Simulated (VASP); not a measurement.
Runs of VASP 6.6.1 on HfO2. The structure is that of space group P2_1/c (No. 14), or close to it. The cells are those of the table. 

| level | cell | k mesh | gap on the mesh (eV) | pressure (GPa) | largest force (eV/Å) |
| --- | --- | --- | --- | --- | --- |
| SVWN5 | a = 5.046, b = 5.139, c = 5.215 Å, angles 90.0, 99.6, 90.0°, 12 atoms | 5 × 5 × 5 | 3.97 | -2.9 | 0.06 |
| BLYP+D4 | a = 5.160, b = 5.206, c = 5.359 Å, angles 90.0, 99.4, 90.0°, 12 atoms | 5 × 5 × 5 | 4.10 | -2.3 | 0.06 |
| RPBE | a = 5.118, b = 5.186, c = 5.284 Å, angles 90.0, 99.4, 90.0°, 12 atoms | 4 × 4 × 4 | 4.20 | 7.4 | 0.48 |
| PBE | a = 5.220, b = 5.289, c = 5.287 Å, angles 90.0, 99.5, 90.0°, 12 atoms | 4 × 4 × 4 | 3.94 | (a) | 0.37 |
| revPBE+D3(BJ) | a = 5.121, b = 5.216, c = 5.294 Å, angles 90.0, 99.3, 90.0°, 12 atoms | 5 × 5 × 5 | 4.12 | -3.2 | (b) |
| PBE | a = 5.049, b = 5.116, c = 5.213 Å, angles 90.0, 99.4, 90.0°, 12 atoms | 5 × 5 × 5 | 4.31 | 13.8 | 0.59 |
| PBE | a = 5.185, b = 5.254, c = 5.354 Å, angles 90.0, 99.4, 90.0°, 12 atoms | 5 × 5 × 5 | 4.03 | -6.4 | 0.37 |
| PBEsol | a = 5.118, b = 5.186, c = 5.284 Å, angles 90.0, 99.4, 90.0°, 12 atoms | 5 × 5 × 5 | 4.06 | -4.6 | 0.43 |

Alike in all rows: task single point; potentials or basis VASP PAW PBE potentials, release 64 (Hf_pv, O); no spin polarisation; cutoff (eV) 520; smearing fermi-dirac 0.05 eV.

Question: Fill in the values left out.

Answer: (a) -6.6; (b) 0.08.

Caveats: spin-orbit coupling is left out, which moves the levels of the heavy elements; the PAW data sets were made with another functional, which shifts forces and pressure a little (some runs).

A k mesh can miss the band edges, and the runs leave out spin-orbit coupling on Hf.
